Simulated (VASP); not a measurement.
Nb2Te2S, 5 atoms in the cell. Symmetry: P-3m1, No. 164, trigonal system. Conventional cell: a = 4.385 Å, b = 4.385 Å, c = 8.204 Å, α = 90.00°, β = 90.00°, γ = 120.00°. Within 3.5 Å of Nb (site symmetry 3m) lie 3 S at 2.63 Å and 4 Te at 2.87 to 2.92 Å and 3 Nb at 2.90 Å. Within 3.8 Å of Te (site symmetry 3m) lie 4 Nb at 2.87 to 2.92 Å and 3 S at 3.33 Å. Within 3.5 Å of S (site symmetry -3m) lie 6 Nb at 2.63 Å and 6 Te at 3.33 Å. 

```yaml
Program: VASP 6.6.1
Task: single point
Functional: PBE
Potentials_or_basis: VASP PAW PBE potentials, release 64 (Nb_sv, Te, S)
Cutoff: 520 eV
k_mesh: 12 × 12 × 6
Occupations: gaussian, width 0.1 eV
Spin: no spin polarisation
Dipole_correction: no
Further_INCAR_settings: ALGO = Normal; EDIFF = 1e-06; NBANDS = 30
```

Potentials or basis: VASP PAW PBE potentials, release 64 (Nb_sv, Te, S).

Command:

```console
$ cat potpaw_PBE.64/Nb_sv/POTCAR potpaw_PBE.64/Te/POTCAR potpaw_PBE.64/S/POTCAR > POTCAR
$ mpirun -np 1 vasp_std > vasp.out
```

Hardware: 1 thread of AMD EPYC 7R43 64-Core Processor (Zen 3) (shared host).

Question: Estimate the wall time of this run.

Answer: Run time: 12 min on 1 thread of AMD EPYC 7R43 64-Core Processor (Zen 3), with other jobs on the host, peak memory 0.48 GiB. Counts: scf iterations 15, k points 100.
